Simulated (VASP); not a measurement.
# YbBe5 (F-43m) in VASP: single point with PBE

Aim: the single point of YbBe5 with PBE.

Program: VASP 6.6.1. These are calculated values, not measurements. Logs are shortened: lines on timing, memory, paths and dates and some standing lists are left out, and cuts for length are marked.

**1. The cell of the first run**

It takes space group F-43m (No. 216, cubic). Conventional cell: a = 6.527 Å, b = 6.527 Å, c = 6.527 Å, α = 90.00°, β = 90.00°, γ = 90.00°. Within 3.6 Å of Yb (site symmetry -43m) lie 16 Be at 2.71 to 2.83 Å. Be (site symmetry -43m) has 12 Be at 2.70 Å and 4 Yb at 2.83 Å within 3.6 Å. Within 3.0 Å of Be (site symmetry 3m) lie 9 Be at 2.29 to 2.70 Å and 3 Yb at 2.71 Å.

**2. Single point, PBE**

POSCAR reads:

```
YbBe5
1.0
    0.0000000000      3.2636737333      3.2636737333
    3.2636737333      0.0000000000      3.2636737333
    3.2636737333      3.2636737333      0.0000000000
Yb Be
1 5
Direct
    0.0000000000      0.0000000000      0.0000000000
    0.2500000000      0.2500000000      0.2500000000
    0.6239979238      0.6239979238      0.6239979238
    0.1280062287      0.6239979238      0.6239979238
    0.6239979238      0.1280062287      0.6239979238
    0.6239979238      0.6239979238      0.1280062287
```

INCAR.step1 reads:

```
SYSTEM = YbBe5
PREC = Accurate
ENCUT = 520
EDIFF = 1E-6
ISMEAR = 0
SIGMA = 0.1
LREAL = .False.
LASPH = .True.
NELM = 60
ALGO = Normal
ISIF = 2
LWAVE = .False.
LCHARG = .True.
LMAXMIX = 6
GGA = PE
NBANDS = 26
```

KPOINTS.step1 reads:

```
regular mesh
0
Gamma
  10 10 10
  0 0 0
```

INCAR.step2 reads:

```
SYSTEM = YbBe5
PREC = Accurate
ENCUT = 520
EDIFF = 1E-6
ISMEAR = -5
SIGMA = 0.1
LREAL = .False.
LASPH = .True.
NELM = 60
ALGO = Normal
ISIF = 2
LWAVE = .False.
LCHARG = .False.
LMAXMIX = 6
GGA = PE
LORBIT = 11
NEDOS = 1001
ICHARG = 11
```

KPOINTS.step2 reads:

```
regular mesh
0
Gamma
  15 15 15
  0 0 0
```

Potentials or basis: VASP PAW PBE potentials, release 64 (Yb, Be).

Run with:

```sh
> cat potpaw_PBE.64/Yb/POTCAR potpaw_PBE.64/Be/POTCAR > POTCAR
> cp INCAR.step1 INCAR
> cp KPOINTS.step1 KPOINTS
> mpirun -np 1 vasp_std > vasp.out
> cp INCAR.step2 INCAR
> cp KPOINTS.step2 KPOINTS
> mpirun -np 1 vasp_std > vasp.out
```

OUTCAR:

```text
SYSTEM = YbBe5
   PREC = Accurate
   ENCUT = 520
   EDIFF = 1E-6
   ISMEAR = -5
   LREAL = .False.
   LASPH = .True.
   NELM = 60
   ISIF = 2
   GGA = PE
   LORBIT = 11
   ICHARG = 11

 ion  position               nearest neighbor table
   1  0.000  0.000  0.000-   4 2.71   5 2.71   6 2.71   3 2.71   3 2.71   3 2.71   6 2.71   4 2.71
                             5 2.71   5 2.71   4 2.71   6 2.71   2 2.83   2 2.83   2 2.83   2 2.83
   2  0.250  0.250  0.250-   1 2.83   1 2.83   1 2.83   1 2.83
   3  0.624  0.624  0.624-   4 2.29   5 2.29   6 2.29   4 2.33   5 2.33   6 2.33   1 2.71   1 2.71
                             1 2.71
   4  0.128  0.624  0.624-   3 2.29   5 2.29   6 2.29   5 2.33   6 2.33   3 2.33   1 2.71   1 2.71
                             1 2.71
   5  0.624  0.128  0.624-   3 2.29   4 2.29   6 2.29   4 2.33   6 2.33   3 2.33   1 2.71   1 2.71
                             1 2.71
   6  0.624  0.624  0.128-   3 2.29   4 2.29   5 2.29   5 2.33   4 2.33   3 2.33   1 2.71   1 2.71
                             1 2.71

  LATTYP: Found a face centered cubic cell.
 ALAT       =     6.5273474666

  Lattice vectors:

 A1 = (   0.0000000000,   3.2636737333,   3.2636737333)
 A2 = (   3.2636737333,   0.0000000000,   3.2636737333)
 A3 = (   3.2636737333,   3.2636737333,   0.0000000000)

Analysis of symmetry for initial positions (statically):
=====================================================================
 Subroutine PRICEL returns:
 Original cell was already a primitive cell.

 Routine SETGRP: Setting up the symmetry group for a
 face centered cubic supercell.

 Subroutine GETGRP returns: Found 24 space group operations
 (whereof 24 operations were pure point group operations)
 out of a pool of 48 trial point group operations.

The static configuration has the point symmetry T_d .

Analysis of symmetry for dynamics (positions and initial velocities):
=====================================================================
 Subroutine PRICEL returns:
 Original cell was already a primitive cell.

 Routine SETGRP: Setting up the symmetry group for a
 face centered cubic supercell.

 Subroutine GETGRP returns: Found 24 space group operations
 (whereof 24 operations were pure point group operations)
 out of a pool of 48 trial point group operations.

The dynamic configuration has the point symmetry T_d .

 Subroutine INISYM returns: Found 24 space group operations
 (whereof 24 operations are pure point group operations),
[... 120 lines left out ...]
   EFERMI =   0.00;   METHOD = LEGACY
   ISMEAR =    -5;   SIGMA  =   0.10  broadening in eV -4-tet -1-fermi 0-gaus
   EFERMI_NEDOS =   21; number of points for ismear=-14 and -15
   IALGO  =     38    algorithm
   IMIX   =      4    mixing-type and parameters
     AMIX     =   0.40;   BMIX     =  1.00
     AMIX_MAG =   1.60;   BMIX_MAG =  1.00
  volume/ion in A,a.u.               =      11.59        78.20
  Fermi-wavevector in a.u.,A,eV,Ry     =   1.289786  2.437343 22.633952  1.663549
  Thomas-Fermi vector in A             =   2.421658
   LORBIT       =     11    0 simple, 1 ext, 2 COOP (PROOUT), +10 PAW based schemes
   GGA     = PE    functional components
   LHFCALC =     F    Hartree Fock is set to
   AEXX    =    0.0000 exact exchange contribution
   IVDW    =     0    specifies the selected vdW correction
   LEPSILON=     F    determine dielectric tensor
   LRPA    =     F    only Hartree local field effects (RPA)
 non-spin polarized calculation
 Fermi weights with tetrahedron method with Bloechl corrections
  energy-cutoff  :      520.00
  volume of cell :       69.53
 maximum number of plane-waves:      1893

 number of electron      33.9999988 magnetization

 Free energy of the ion-electron system (eV)
  ---------------------------------------------------
  ext. energy  EPLUGINS =         0.00000000
  ---------------------------------------------------
  free energy    TOTEN  =       -20.71412965 eV

  energy without entropy =      -20.71412965  energy(sigma->0) =      -20.71412965

 E-fermi :   4.5528     XC(G=0): -10.6161

 val. band max:        4.5662633742   @ k =   0.4667   0.0000   0.0000
 cond. band min:       4.5325616180   @ k =  -0.2667   0.2000   0.0667
 fundamental gap:     -0.0337017562
 Fermi energy:         4.5528419710

 k-point     1 :       0.0000    0.0000    0.0000
  band No.  band energies     occupation
      1     -46.5685      2.00000
      2     -18.9114      2.00000
      3     -18.9114      2.00000
      4     -18.9114      2.00000
      5      -4.4187      2.00000
      6       1.4490      2.00000
[... 565 lines left out ...]
     20       6.5956      0.00000
     21       6.6649      0.00000

 [... further k-points ...]

------------------------ aborting loop because EDIFF is reached ----------------------------------------

  FORCE on cell =-STRESS in cart. coord.  units (eV):
  Direction    XX          YY          ZZ          XY          YZ          ZX
  --------------------------------------------------------------------------------------
  -------------------------------------------------------------------------------------
  Total       -1.9659763     -1.9659763     -1.9659763      0.0000000      0.0000000      0.0000000
  in kB      -45.3042205    -45.3042205    -45.3042205      0.0000000      0.0000000      0.0000000
  external PRESSURE =     -45.3042205 kB  Pullay stress =       0.0000000 kB

 VOLUME and BASIS-vectors are now :
 -----------------------------------------------------------------------------
  energy-cutoff  :      520.00
  volume of cell :       69.53
      direct lattice vectors                 reciprocal lattice vectors
     0.000000000  3.263673733  3.263673733    -0.153201588  0.153201588  0.153201588
     3.263673733  0.000000000  3.263673733     0.153201588 -0.153201588  0.153201588
     3.263673733  3.263673733  0.000000000     0.153201588  0.153201588 -0.153201588

 POSITION                                       TOTAL-FORCE (eV/Angst)
 -----------------------------------------------------------------------------------
      0.00000      0.00000      0.00000         0.000000      0.000000      0.000000
      1.63184      1.63184      1.63184         0.000000      0.000000      0.000000
      4.07305      4.07305      4.07305        -0.010555     -0.010555     -0.010555
      4.07305      2.45430      2.45430        -0.010555      0.010555      0.010555
      2.45430      4.07305      2.45430         0.010555     -0.010555      0.010555
      2.45430      2.45430      4.07305         0.010555      0.010555     -0.010555
 -----------------------------------------------------------------------------------
    total drift:                                0.000000      0.000000      0.000001

  FREE ENERGIE OF THE ION-ELECTRON SYSTEM (eV)
  ---------------------------------------------------
  free  energy   TOTEN  =       -20.7141296485 eV

  energy  without entropy=      -20.7141296485  energy(sigma->0) =      -20.71412965

 total charge

# of ion       s       p       d       f       tot
--------------------------------------------------
    1        2.200   6.133   0.657  13.462  22.452
    2        0.347   0.477   0.000   0.000   0.824
    3        0.420   0.623   0.000   0.000   1.044
    4        0.420   0.623   0.000   0.000   1.044
    5        0.420   0.623   0.000   0.000   1.044
    6        0.420   0.623   0.000   0.000   1.044
--------------------------------------------------
tot          4.227   9.104   0.657  13.462  27.450
```

Run time: 8.9 min. Hardware: 1 thread of Intel Xeon Platinum 8488C (Sapphire Rapids), shared host; peak memory 0.34 GiB.

Results:

```
Valence electrons inside the program's atomic spheres : Yb 22.45; Be 0.82, 1.04 (each value once)
```

Caveat: spin-orbit coupling is left out, which moves the levels of the heavy elements; tetrahedron occupations give inexact forces and stress in metals. Spin polarisation is off, so any magnetic state and its effect on volume and gap are missing.
